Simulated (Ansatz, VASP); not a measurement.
## Two plane-wave programs on WC

Contents of INCAR:

```
SYSTEM = WC
PREC = Accurate
ENCUT = 520
EDIFF = 1E-6
ISMEAR = 0
SIGMA = 0.15
LREAL = .False.
LASPH = .True.
NELM = 100
ALGO = Normal
ISIF = 2
LWAVE = .False.
LCHARG = .True.
GGA = PE
LELF = .True.
LVHAR = .True.
NBANDS = 16
```

The input KPOINTS:

```
regular mesh
0
Gamma
  18 18 16
  0 0 0
```

Contents of POSCAR:

```
WC
1.0
    2.9005014360      0.0000000000      0.0000000000
   -1.4502507180      2.5119079273      0.0000000000
    0.0000000000      0.0000000000      2.9421600000
W C
1 1
Direct
    0.0000000000      0.0000000000      0.0000000000
    0.6666666667      0.3333333333      0.5000000000
```

Input for Ansatz:

```yaml
crystal:
  lattice:
    - [2.900501436, 0.0, 0.0]
    - [-1.450250718, 2.5119079273, 0.0]
    - [0.0, 0.0, 2.94216]
  atoms:
    - { symbol: W, position: [0.0, 0.0, 0.0] }
    - { symbol: C, position: [0.6666666667, 0.3333333333, 0.5] }
basis:
  ecutwfc: 420
kpoints:
  mp_grid: { grid: [18, 18, 16] }
hamiltonian:
  xc: pbe
scf:
  occupations: { method: gaussian, width: 0.15 }
output:
  forces: true
  stress: true
  eigenvalues: true
```

Change from the starting cell: strain +0.000 along x and y, +0.040 along z, atoms carried along.

Alike in both runs: task single point; functional PBE; k mesh 18 × 18 × 16; occupations gaussian, width 0.15 eV; no spin polarisation.

```csv
,VASP,Ansatz
version,VASP 6.6.1,Ansatz 0.2.0
potentials or method,"VASP PAW PBE potentials, release 64 (W_sv, C), cutoff 520 eV","scalar-relativistic, plane waves, PAW"
valence electrons in the cell,18,18
```

Ansatz gave:

| Quantity | Value |
| --- | --- |
| gap on the k mesh at the Fermi level (eV) | none |
| pressure (GPa) | -7.9 |
| traceless stress, the component that is largest in VASP (GPa) | -18.82 |

Question: What did VASP give for the same quantities?

Answer: gap on the k mesh at the Fermi level (eV): none; pressure (GPa): -7.0; traceless stress, the component that is largest in VASP (GPa): -18.65.

A gap of «none» marks a metal or a gap that the smearing closes.

Neither program's run includes spin-orbit coupling.
